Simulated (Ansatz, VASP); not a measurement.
**One calculation of SrTiO3, two programs**

```xyz
10
Lattice="-3.9364 0.0000 -3.9364 0.0000 -3.9364 -3.9364 -3.9364 -3.9364 0.0000" Properties=species:S:1:pos:R:3 pbc="T T T"
Sr    0.0000    0.0000    0.0000
Sr   -3.9364   -3.9364   -3.9364
Ti   -2.1008   -2.1008   -1.9682
Ti   -5.7720   -5.7720   -5.9046
O     0.0000   -1.9682   -1.9682
O    -3.9364   -1.9682   -1.9682
O    -1.9682   -3.9364   -1.9682
O    -1.9682    0.0000   -1.9682
O    -1.9682   -1.9682    0.0000
O    -1.9682   -1.9682   -3.9364
```

Change from the starting cell: mode 19 (414.3 1/cm) frozen in, largest displacement +0.188 Å.

Alike in both runs: task single point; functional PBE; k mesh 6 × 6 × 6; occupations gaussian, width 0.05 eV; no spin polarisation.

|  | VASP | Ansatz |
| --- | --- | --- |
| version | VASP 6.6.1 | Ansatz 0.2.0 |
| potentials or method | VASP PAW PBE potentials, release 64 (Sr_sv, Ti_sv, O), cutoff 520 eV | scalar-relativistic, plane waves, PAW |
| valence electrons in the cell | 80 | 80 |

|  | VASP | Ansatz | Ansatz less VASP |
| --- | --- | --- | --- |
| gap on the k mesh at the Fermi level (eV) | 0.92 | 0.95 | +0.028 |
| least direct gap on the mesh (eV) | 0.92 | 0.95 | +0.028 |
| pressure (GPa) | 3.3 | 2.7 | -0.62 |
| traceless stress, the component that is largest in VASP (GPa) | -3.81 | -3.76 | +0.054 |
| rms of the force components (eV/Å) | 1.505 | 1.488 | -0.0171 |

Atom by atom the forces differ by 0.017 eV/Å (rms over components).
